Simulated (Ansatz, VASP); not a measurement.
**Sb: VASP beside Ansatz**

```
Sb
1.0
     3.16000    0.00000    0.00000
     0.00000    3.16000    0.00000
     0.00000    0.00000    3.16000
Sb
1
Direct
  0.00000 0.00000 0.00000
```

Alike in both runs: task single point; functional PBE; k mesh 8 × 8 × 8; occupations methfessel-paxton of order 1, width 0.1 eV; non-collinear spin, spin-orbit coupling.

|  | VASP | Ansatz |
| --- | --- | --- |
| version | VASP 6.6.1 | Ansatz 0.2.0 |
| potentials or method | VASP PAW PBE potentials, release 64 (Sb) | PseudoDojo standard (PBE files) |
| plane-wave cutoff (eV) | 520 | 1088 |
| valence electrons in the cell | 5 | 15 |

|  | VASP | Ansatz | Ansatz less VASP |
| --- | --- | --- | --- |
| pressure (GPa) | -2.1 | -2.1 | +0.02 |
| net moment per atom (μB) | 0.00 | 0.00 | 0.000 |

VASP's potentials hold 5 valence electrons a cell and Ansatz's 15, so a difference there can come from the potentials and not from the codes.
